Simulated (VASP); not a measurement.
Wanted: the native input for a VASP 6.6.1 run.

- Task: single point
- Functional: LDA
- Potentials or basis: VASP PAW LDA potentials, release 64 (Hf_pv)
- Cutoff: 520 eV
- k mesh: 6 × 6 × 9
- Occupations: fermi-dirac, width 0.05 eV
- Spin: no spin polarisation
- Dipole correction: no
- Further INCAR settings: ALGO = Fast; EDIFF = 1e-06; NBANDS = 22

The structure of Hf lies in POSCAR:

```
Hf
1.0
    4.8952628153      0.0000000000      0.0000000000
   -2.4476314076      4.2394219562      0.0000000000
    0.0000000000      0.0000000000      3.0445212957
Hf
3
Direct
    0.0000000000      0.0000000000      0.0000000000
    0.3333333333      0.6666666667      0.5000000000
    0.6666666667      0.3333333333      0.5000000000
```

One way to write it, as run:

INCAR

```
SYSTEM = Hf
PREC     = Accurate       ! precision mode
ENCUT    = 520            ! plane-wave cutoff, eV
EDIFF    = 1E-6           ! SCF threshold, eV
ISMEAR   = -1             ! smearing method
SIGMA    = 0.05           ! smearing width, eV
LREAL    = .FALSE.        ! projectors in reciprocal space
LASPH    = .TRUE.         ! aspherical terms in the spheres
NELM     = 80             ! most SCF steps
ALGO     = Fast           ! electronic algorithm
ISIF     = 2              ! what is computed and relaxed
LWAVE    = .FALSE.        ! write WAVECAR
LCHARG   = .FALSE.        ! write CHGCAR
GGA      = CA             ! functional
NBANDS   = 22             ! bands
```

KPOINTS

```
regular mesh
0
G
  6 6 9
  0 0 0
```

Potentials or basis: VASP PAW LDA potentials, release 64 (Hf_pv).

Command:

```sh
$ cat potpaw_LDA.64/Hf_pv/POTCAR > POTCAR
$ mpirun -np 1 vasp_std > vasp.out
```

It gave:

```
Pressure               : -2.3 GPa
Band gap on the k mesh : zero (band 15 reaches 5.28 eV, above the bottom of band 16 at 4.49 eV)
```

Caveat: spin-orbit coupling is left out, which moves the levels of the heavy elements.

Run time: 22 s on 1 thread of Intel(R) Xeon(R) 6975P-C (Granite Rapids), on a shared host, peak memory 0.17 GiB.
